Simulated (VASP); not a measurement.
# Si4C11 in VASP: further runs

Si4C11 is run at these levels: PBE; tasks: single point.

All numbers are computed with VASP 6.6.1; they aren't measurements. Logs are shortened: lines on timing, memory, paths and dates and some standing lists are left out, and cuts for length are marked.

## (1) The cell of the first run

The cell holds an amorphous packing of atoms, 15 atoms: a = 5.571 Å, b = 5.478 Å, c = 5.585 Å, α = 91.93°, β = 88.57°, γ = 86.53°.

## (2) Single point, PBE

INCAR

```
PREC     = Accurate       # precision mode
ENCUT    = 520            # plane-wave cutoff, eV
EDIFF    = 1E-6           # SCF threshold, eV
ISMEAR   = -1             # smearing method
SIGMA    = 0.2482         # smearing width, eV
LREAL    = Auto         
LASPH    = True           # aspherical terms in the spheres
NELM     = 100            # most SCF steps
ALGO     = Normal         # electronic algorithm
ISIF     = 2              # what is computed and relaxed
LWAVE    = False          # write WAVECAR
LCHARG   = False          # write CHGCAR
GGA      = PE             # functional
NBANDS   = 43             # bands
ISYM     = 0
```

KPOINTS

```
Automatic mesh
0
Gamma
  1 1 1
  0.25 0.25 0.25
```

POSCAR

```
Si4C11
1.0
    5.5684850000      0.1677970000      0.0711490000
    0.1677970000      5.4749150000     -0.0943290000
    0.0711490000     -0.0943290000      5.5837510000
C Si
11 4
Direct
   -0.0745824398      0.8008939578      0.8461621931
    0.2600041188      0.3594010145      0.5503176817
    0.5651744165      0.9513659631      0.3520693894
    0.6330783621      0.5311016706      0.0267378322
    0.8322140967      0.5268599927      0.8333885188
    0.3110183822      0.9888744567      0.2771316077
   -0.0462410467      1.0110094551      0.7238783597
    0.7339901906      0.4541610316      0.5686204288
    0.4039345953      0.4791793971     -0.0688920457
    0.4677573897      0.4350909278      0.6536710218
    0.1388124131      0.2165615854      0.3221658117
    0.1237184717      0.3095236463      0.8321326668
    0.1474984182      0.7825179595      0.0926661614
    0.7814464678      0.7013642274      0.2376035127
   -0.1869500015      0.1332046710      0.4611159002
```

Potentials or basis: VASP PAW PBE potentials, release 64 (C, Si).

Command:

```console
$ cat potpaw_PBE.64/C/POTCAR potpaw_PBE.64/Si/POTCAR > POTCAR
$ mpirun -np 1 vasp_std > vasp.out
```

OUTCAR:

```text
PREC = Accurate
   ENCUT = 520
   EDIFF = 1E-6
   ISMEAR = -1
   LREAL = Auto
   LASPH = True
   NELM = 100
   ISIF = 2
   GGA = PE
   ISYM = 0

 ion  position               nearest neighbor table
   1  0.925  0.801  0.846-   7 1.37   5 1.62  13 1.88  14 2.40
   2  0.260  0.359  0.550-  10 1.39  11 1.65  12 1.77
   3  0.565  0.951  0.352-   6 1.49  15 1.85  14 1.85
   4  0.633  0.531  0.027-   9 1.44   5 1.53  14 1.73
   5  0.832  0.527  0.833-   4 1.53   1 1.62   8 1.63  12 1.95  14 2.42
   6  0.311  0.989  0.277-   3 1.49  11 1.54  13 1.81
   7  0.954  0.011  0.724-   1 1.37  15 1.81  12 2.02
   8  0.734  0.454  0.569-  10 1.56   5 1.63  15 1.86  14 2.35
   9  0.404  0.479  0.931-   4 1.44  10 1.59  12 1.95  13 2.27
  10  0.468  0.435  0.654-   2 1.39   8 1.56   9 1.59  12 2.29
  11  0.139  0.217  0.322-   6 1.54   2 1.65  15 2.04
  12  0.124  0.310  0.832-   2 1.77   9 1.95   5 1.95   7 2.02  10 2.29  15 2.91  13 2.94
  13  0.147  0.783  0.093-   6 1.81   1 1.88  14 2.25   9 2.27  12 2.94
  14  0.781  0.701  0.238-   4 1.73   3 1.85  13 2.25   8 2.35   1 2.40   5 2.42  15 2.65
  15  0.813  0.133  0.461-   7 1.81   3 1.85   8 1.86  11 2.04  14 2.65  12 2.91

IMPORTANT INFORMATION: All symmetrisations will be switched off!
NOSYMM: (Re-)initialisation of all symmetry stuff for point group C_1.

----------------------------------------------------------------------------------------

                                     Primitive cell

  volume of cell :     169.9950

  direct lattice vectors                    reciprocal lattice vectors
     5.568485000  0.167797000  0.071149000     0.179779798 -0.005551035 -0.002384558
     0.167797000  5.474915000 -0.094329000    -0.005551035  0.182875815  0.003160142
     0.071149000 -0.094329000  5.583751000    -0.002384558  0.003160142  0.179174851

  length of vectors
     5.571466881  5.478297915  5.585000928     0.179881282  0.182987333  0.179218581

  position of ions in fractional coordinates (direct lattice)
     0.925417560  0.800893958  0.846162193
     0.260004119  0.359401015  0.550317682
     0.565174416  0.951365963  0.352069389
     0.633078362  0.531101671  0.026737832
     0.832214097  0.526859993  0.833388519
     0.311018382  0.988874457  0.277131608
     0.953758953  0.011009455  0.723878360
     0.733990191  0.454161032  0.568620429
     0.403934595  0.479179397  0.931107954
     0.467757390  0.435090928  0.653671022
     0.138812413  0.216561585  0.322165812
     0.123718472  0.309523646  0.832132667
     0.147498418  0.782517959  0.092666161
     0.781446468  0.701364227  0.237603513
     0.813049998  0.133204671  0.461115900

  ion indices of the primitive-cell ions
   primitive index   ion index
                 1           1
                 2           2
                 3           3
                 4           4
                 5           5
                 6           6
                 7           7
                 8           8
                 9           9
                10          10
                11          11
                12          12
                13          13
                14          14
                15          15

----------------------------------------------------------------------------------------

 KPOINTS: Automatic mesh

Automatic generation of k-mesh.
 Grid dimensions read from file:
 generate k-points for:    1    1    1

 Generating k-lattice:

  Cartesian coordinates                     Fractional coordinates (reciprocal lattice)
     0.179779798 -0.005551035 -0.002384558     1.000000000  0.000000000  0.000000000
    -0.005551035  0.182875815  0.003160142    -0.000000000  1.000000000  0.000000000
    -0.002384558  0.003160142  0.179174851     0.000000000  0.000000000  1.000000000

  Length of vectors
     0.179881282  0.182987333  0.179218581

  Shift w.r.t. Gamma in fractional coordinates (k-lattice)
     0.250000000  0.250000000  0.250000000

 Subroutine IBZKPT returns following result:
 ===========================================

 Found      1 irreducible k-points:

 Following reciprocal coordinates:
            Coordinates               Weight
  0.250000  0.250000  0.250000      2.000000
   k-points           NKPTS =      1   k-points in BZ     NKDIM =      1   number of bands    NBANDS=     43
   number of dos      NEDOS =    301   number of ions     NIONS =     15
   total plane-waves  NPLWV =  74088
   dimension x,y,z NGX =    42 NGY =   42 NGZ =   42
   dimension x,y,z NGXF=    84 NGYF=   84 NGZF=   84
   ions per type =              11   4
   NGX,Y,Z   is equivalent  to a cutoff of  12.53, 12.75, 12.50 a.u.
   NGXF,Y,Z  is equivalent  to a cutoff of  25.06, 25.49, 25.00 a.u.
 SYSTEM =  unknown system
   PREC   = accura    normal or accurate (medium, high low for compatibility)
   ISTART =      0    job   : 0-new  1-cont  2-samecut
   ICHARG =      2    charge: 1-file 2-atom 10-const
   ISPIN  =      1    spin polarized calculation?
   LNONCOLLINEAR =      F non collinear calculations
   LSORBIT =      F    spin-orbit coupling
   LASPH  =      T    aspherical Exc in radial PAW
   ENCUT  =  520.0 eV  38.22 Ry    6.18 a.u.  10.36 10.19 10.38*2*pi/ulx,y,z
   NELM   =    100;   NELMIN=  2; NELMDL= -5     # of ELM steps
   EDIFF  = 0.1E-05   stopping-criterion for ELM
   LREAL  =      T    real-space projection
   EDIFFG = 0.1E-04   stopping-criterion for IOM
   NSW    =      0    number of steps for IOM
   IBRION =     -1    ionic relax: 0-MD 1-quasi-New 2-CG
   NFREE  =      0    steps in history (QN), initial steepest desc. (CG)
   ISIF   =      2    stress and relaxation
   ISYM   =      0    0-nonsym 1-usesym 2-fastsym
   POTIM  = 0.5000    time-step for ionic-motion
   TEBEG  =    0.0;   TEEND  =   0.0 temperature during run
   PSTRESS=    0.0 pullay stress
   NELECT =      60.0000    total number of electrons
   NUPDOWN=      -1.0000    fix difference up-down
   EMIN   =  10.00;   EMAX   =-10.00  energy-range for DOS
   EFERMI =   0.00;   METHOD = LEGACY
   ISMEAR =    -1;   SIGMA  =   0.25  broadening in eV -4-tet -1-fermi 0-gaus
   EFERMI_NEDOS =   21; number of points for ismear=-14 and -15
   IALGO  =     38    algorithm
   IMIX   =      4    mixing-type and parameters
     AMIX     =   0.40;   BMIX     =  1.00
     AMIX_MAG =   1.60;   BMIX_MAG =  1.00
  volume/ion in A,a.u.               =      11.33        76.48
  Fermi-wavevector in a.u.,A,eV,Ry     =   1.156946  2.186312 18.211735  1.338525
  Thomas-Fermi vector in A             =   2.293562
   LORBIT       =      0    0 simple, 1 ext, 2 COOP (PROOUT), +10 PAW based schemes
   GGA     = PE    functional components
   LHFCALC =     F    Hartree Fock is set to
   AEXX    =    0.0000 exact exchange contribution
   IVDW    =     0    specifies the selected vdW correction
   LEPSILON=     F    determine dielectric tensor
   LRPA    =     F    only Hartree local field effects (RPA)
 non-spin polarized calculation
  energy-cutoff  :      520.00
  volume of cell :      169.99
 maximum number of plane-waves:      4584
 NGX is ok and might be reduce to    42
   NGX = 21   NGY = 21   NGZ = 21

 number of electron      59.9999997 magnetization

 Free energy of the ion-electron system (eV)
  ---------------------------------------------------
  ext. energy  EPLUGINS =         0.00000000
  ---------------------------------------------------
  free energy    TOTEN  =      -109.27658961 eV

  energy without entropy =     -108.70440631  energy(sigma->0) =     -108.99049796

 E-fermi :   5.4282     XC(G=0): -10.1166

 val. band max:        4.9889902213   @ k =   0.2500   0.2500   0.2500
 cond. band min:       5.7759992190   @ k =   0.2500   0.2500   0.2500
 fundamental gap:      0.7870089977
 Fermi energy:         5.4281790251

 k-point     1 :       0.2500    0.2500    0.2500
  band No.  band energies     occupation
      1     -11.9620      2.00000
      2     -10.6993      2.00000
      3      -9.5754      2.00000
      4      -8.8909      2.00000
      5      -8.1596      2.00000
      6      -7.3349      2.00000
[... 34 lines left out ...]
     41      11.0617      0.00000
     42      11.3526      0.00000
 [bands above 42 left out]

------------------------ aborting loop because EDIFF is reached ----------------------------------------

  FORCE on cell =-STRESS in cart. coord.  units (eV):
  Direction    XX          YY          ZZ          XY          YZ          ZX
  --------------------------------------------------------------------------------------
  -------------------------------------------------------------------------------------
  Total      -14.3542144     -1.4570734      2.7414514     -1.2091015      2.1613520     -3.0428950
  in kB     -135.2863245    -13.7326986     25.8377698    -11.3956006     20.3704197    -28.6788303
  external PRESSURE =     -41.0604177 kB  Pullay stress =       0.0000000 kB

 VOLUME and BASIS-vectors are now :
 -----------------------------------------------------------------------------
  energy-cutoff  :      520.00
  volume of cell :      169.99
      direct lattice vectors                 reciprocal lattice vectors
     5.568485000  0.167797000  0.071149000     0.179779798 -0.005551035 -0.002384558
     0.167797000  5.474915000 -0.094329000    -0.005551035  0.182875815  0.003160142
     0.071149000 -0.094329000  5.583751000    -0.002384558  0.003160142  0.179174851

 POSITION                                       TOTAL-FORCE (eV/Angst)
 -----------------------------------------------------------------------------------
      5.34777      4.46029      4.71505         1.712345     -0.538802     -0.177042
      1.54729      1.95941      3.05743        -1.277131     -0.534048     -2.686684
      3.33185      5.27027      1.91634        -1.072051      0.601916     -1.036554
      3.61631      3.01144      0.14424        -1.039472     -1.732374     -2.782459
      4.78187      2.94554      4.66295         0.134257      1.871183     -2.440708
      1.91755      5.44005      1.47628         1.663383      2.589991     -0.058077
      5.36434      0.15203      4.10878        -0.280917     -1.100296      1.626678
      4.20388      2.55602      3.18442        -3.137276      1.022712      2.674825
      2.39596      2.60341      5.18261         1.956933      1.322485     -0.313478
      2.72422      2.39891      3.64218         0.578264      0.455056     -1.798263
      0.83223      1.17856      1.78834         3.659935     -1.725186      1.954919
      0.80007      1.63688      4.62603        -1.945410     -0.566454      1.067538
      0.95924      4.30023      0.45410         1.255488     -2.232309     -0.547486
      4.48606      3.94862      1.31616        -2.038366     -1.054296      4.956921
      4.58262      0.82222      2.62004        -0.169983      1.620423     -0.440132
 -----------------------------------------------------------------------------------
    total drift:                               -0.030868     -0.013044     -0.008820

  FREE ENERGIE OF THE ION-ELECTRON SYSTEM (eV)
  ---------------------------------------------------
  free  energy   TOTEN  =      -109.2765896075 eV

  energy  without entropy=     -108.7044063128  energy(sigma->0) =     -108.99049796
```

It took 9.8 s on 1 thread of Intel Xeon 6975P-C (Granite Rapids), shared host; peak memory 0.25 GiB.

What came out:

```yaml
Free_energy: -109.2766 eV
Pressure: -4.1 GPa
Largest_force: 5.462 eV/Å
Band_gap_on_the_k_mesh: 0.79 eV
```

Forces on the atoms (eV/Å):
```
C    1.712 -0.539 -0.177
C   -1.277 -0.534 -2.687
C   -1.072  0.602 -1.037
C   -1.039 -1.732 -2.782
C    0.134  1.871 -2.441
C    1.663  2.590 -0.058
C   -0.281 -1.100  1.627
C   -3.137  1.023  2.675
C    1.957  1.322 -0.313
C    0.578  0.455 -1.798
C    3.660 -1.725  1.955
Si  -1.945 -0.566  1.068
Si   1.255 -2.232 -0.547
Si  -2.038 -1.054  4.957
Si  -0.170  1.620 -0.440
```

Stress tensor (GPa, compression positive):
```
-13.53  -1.14  -2.87
 -1.14  -1.37   2.04
 -2.87   2.04   2.58
```

Levels at points of the mesh, in eV from the valence-band top:
| k point | band 26 | band 27 | band 28 | band 29 | band 30 | band 31 | band 32 | band 33 | band 34 | band 35 |
| --- | --- | --- | --- | --- | --- | --- | --- | --- | --- | --- |
| (0.25, 0.25, 0.25) | -2.09 | -1.58 | -1.30 | -0.27 | 0.00 | 0.79 | 1.98 | 2.28 | 2.67 | 2.93 |

Caveat: the k points lie up to 1.15 Å⁻¹ apart.

## (3) Single point, PBE

INCAR

```
SYSTEM = Si4C11
ALGO = Normal ; EDIFF = 1E-7
ENCUT = 520 ; GGA = PE
ISIF = 2 ; ISMEAR = -1
ISYM = 0 ; LASPH = .True.
LCHARG = .False. ; LREAL = Auto
LWAVE = .False. ; NBANDS = 43
NELM = 80 ; PREC = Accurate
SIGMA = 0.1379
```

KPOINTS is that of step 2.

POSCAR

```
Si4C11
1.0
    5.5684850000      0.1677970000      0.0711490000
    0.1677970000      5.4749150000     -0.0943290000
    0.0711490000     -0.0943290000      5.5837510000
C Si
11 4
Direct
    0.9293740501      0.8466427941      0.8316690579
    0.2207212240      0.3664407524      0.4798453397
    0.5945150668      1.0005534751      0.2600162608
    0.6241609778      0.5113875071     -0.0209747457
    0.8203856810      0.5858648570      0.7628677255
    0.3465046295      1.0273554401      0.2352950469
    0.8972087891      0.0641392690      0.7201919794
    0.7028143225      0.4933439443      0.5161752565
    0.4027951008      0.4774904226      0.8635126684
    0.4383464983      0.4351762418      0.5772791130
    0.1727135697      0.2308496384      0.2845886963
    0.0638967947      0.3656828581      0.7786921919
    0.1750865684      0.7557117082      0.0929445628
    0.7407956966      0.6944399705      0.2380403343
    0.8578750670      0.1832297267      0.3757067469
```

Potentials or basis: VASP PAW PBE potentials, release 64 (C, Si).

Command:

```console
$ cat potpaw_PBE.64/C/POTCAR potpaw_PBE.64/Si/POTCAR > POTCAR
$ mpirun -np 1 vasp_std > vasp.out
```

Run time: 11 s. Hardware: 1 thread of Intel Xeon 6975P-C (Granite Rapids), shared host; peak memory 0.24 GiB.

It converged, with:

- Free energy: -110.4870 eV
- Pressure: -6.7 GPa
- Largest force: 5.578 eV/Å
- Band gap on the k mesh: 0.85 eV

Forces on the atoms (eV/Å):
```
C   -0.084 -0.637 -1.531
C    2.622  2.997  3.907
C    0.395 -0.006  0.731
C   -0.054  1.855 -1.893
C   -2.070  1.874  0.890
C    0.161 -0.317 -2.443
C    1.978 -0.314 -0.095
C   -0.659  0.516  0.127
C    0.379  0.547 -0.901
C    0.839  1.923  1.973
C   -0.070 -4.021 -2.448
Si   1.554 -2.971 -0.096
Si  -1.565  0.202 -1.287
Si  -0.257 -1.332  0.832
Si  -3.167 -0.314  2.232
```

Stress tensor (GPa, compression positive):
```
-13.36  -8.80  -3.44
 -8.80  -1.18   1.42
 -3.44   1.42  -5.45
```

Levels at points of the mesh, in eV from the valence-band top:
```
           k point  band 27  band 28  band 29  band 30  band 31  band 32  band 33  band 34
(0.25, 0.25, 0.25)    -1.99    -1.53    -0.56     0.00     0.85     1.75     2.21     2.34
```

Caveat: the k points lie up to 1.15 Å⁻¹ apart.
